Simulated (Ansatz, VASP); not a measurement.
**MgGe2N3 in VASP and in Ansatz**

```
Mg Ge N
1.0
     3.06094    0.00000    0.00000
    -1.53047    2.65085    0.00000
     0.00000    0.00000    7.60056
Mg Ge N
1 2 3
Direct
  0.00000 0.00000 0.00000
  0.33333 0.66667 0.32770
  0.66667 0.33333 0.67230
  0.66667 0.33333 0.18172
  0.33333 0.66667 0.81828
  0.00000 0.00000 0.50000
```

Alike in both runs: task relaxation of cell and atoms; functional PBE; k mesh 12 × 12 × 4; occupations gaussian, width 0.1 eV; no spin polarisation.

```csv
,VASP,Ansatz
version,VASP 6.6.1,Ansatz 0.2.0
potentials or method,"VASP PAW PBE potentials, release 64 (Mg, Ge_d, N), cutoff 600 eV","scalar-relativistic, plane waves, PAW"
valence electrons in the cell,45,53
```

```csv
,VASP,Ansatz,Ansatz less VASP
"gap on the k mesh at the Fermi level, each at its own relaxed structure (eV)",none,none,-
relaxed volume (Å³/atom),10.25,10.27,+0.014
relaxed cell length with the largest relative difference (Å),7.578,7.582,+0.0039
```

A gap of «none» marks a metal or a gap that the smearing closes. VASP's potentials hold 45 valence electrons a cell and Ansatz's 53, so a difference there can come from the potentials and not from the codes.
